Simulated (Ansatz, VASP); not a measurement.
# Two plane-wave programs on As

The input INCAR:

```
SYSTEM = As
ALGO = Normal
DIPOL = 0.5 0.5 0.629
EDIFF = 1E-6
ENCUT = 400
GGA = RE
GGA_COMPAT = .False.
IDIPOL = 3
ISIF = 2
ISMEAR = 0
IVDW = 12
LASPH = .True.
LCHARG = .False.
LDIPOL = .True.
LREAL = .False.
LWAVE = .False.
NBANDS = 24
NELM = 120
NELMDL = -8
PREC = Accurate
SIGMA = 0.04
```

Contents of KPOINTS:

```
k-points
0
Gamma
  6 6 1
  0 0 0
```

Contents of POSCAR:

```
As
1.0
   -0.0000000286      6.1748589078      0.0000000000
   -5.3475846646     -3.0874294786      0.0000000000
    0.0000000000      0.0000000000     22.2759988712
As
6
Direct
    0.6190476420      0.5238094691      0.5947514393
    0.2857143086      0.8571428025      0.5940704439
    0.9523809753      0.1904761358      0.6004418559
    0.2904093739      0.1879319467      0.6606939510
    0.9549251644      0.5310487235      0.6606939510
    0.6118083876      0.8524477372      0.6606939510
```

Input for Ansatz:

```yaml
crystal:
  lattice:
    - [-2.86e-08, 6.1748589078, 0.0]
    - [-5.3475846646, -3.0874294786, 0.0]
    - [0.0, 0.0, 22.2759988712]
  atoms:
    - { symbol: As, position: [0.619047642, 0.5238094691, 0.5947514393] }
    - { symbol: As, position: [0.2857143086, 0.8571428025, 0.5940704439] }
    - { symbol: As, position: [0.9523809753, 0.1904761358, 0.6004418559] }
    - { symbol: As, position: [0.2904093739, 0.1879319467, 0.660693951] }
    - { symbol: As, position: [0.9549251644, 0.5310487235, 0.660693951] }
    - { symbol: As, position: [0.6118083876, 0.8524477372, 0.660693951] }
basis:
  ecutwfc: 420
kpoints:
  mp_grid: { grid: [6, 6, 1] }
hamiltonian:
  xc: revpbe
  dispersion: d3bj
  pseudopotentials: { kind: paw, azcp: { folder: soft_1 } }
scf:
  occupations: { method: gaussian, width: 0.04 }
  n_extra_bands: 8
  max_iter: 160
output:
  forces: true
  eigenvalues: true
  write_density: true
  write_potential: true
  elf: true
  volumetric_format: npy
efield:
  axis: 3
  dipole_correction: true
```

Alike in both runs: task single point; functional revPBE; dispersion D3(BJ); k mesh 6 × 6 × 1; occupations gaussian, width 0.04 eV; no spin polarisation.

```csv
,VASP,Ansatz
version,VASP 6.6.1,Ansatz 0.2.0
potentials or method,"VASP PAW PBE potentials, release 64 (As), cutoff 400 eV","scalar-relativistic, plane waves, PAW"
valence electrons in the cell,30,90
```

Ansatz gave:

```
gap on the k mesh at the Fermi level (eV) : 1.43
least direct gap on the mesh (eV)         : 1.66
rms of the force components (eV/Å)        : 0.241
```

Problem. Which values does VASP return?

Solution. gap on the k mesh at the Fermi level (eV): 1.43; least direct gap on the mesh (eV): 1.68; rms of the force components (eV/Å): 0.209.

VASP's potentials were made for PBE, not for revPBE. Atom by atom the forces differ by 0.041 eV/Å (rms over components). VASP's potentials hold 30 valence electrons a cell and Ansatz's 90, so a difference there can come from the potentials and not from the codes. Ansatz's warnings: xc potential rough in thin density.
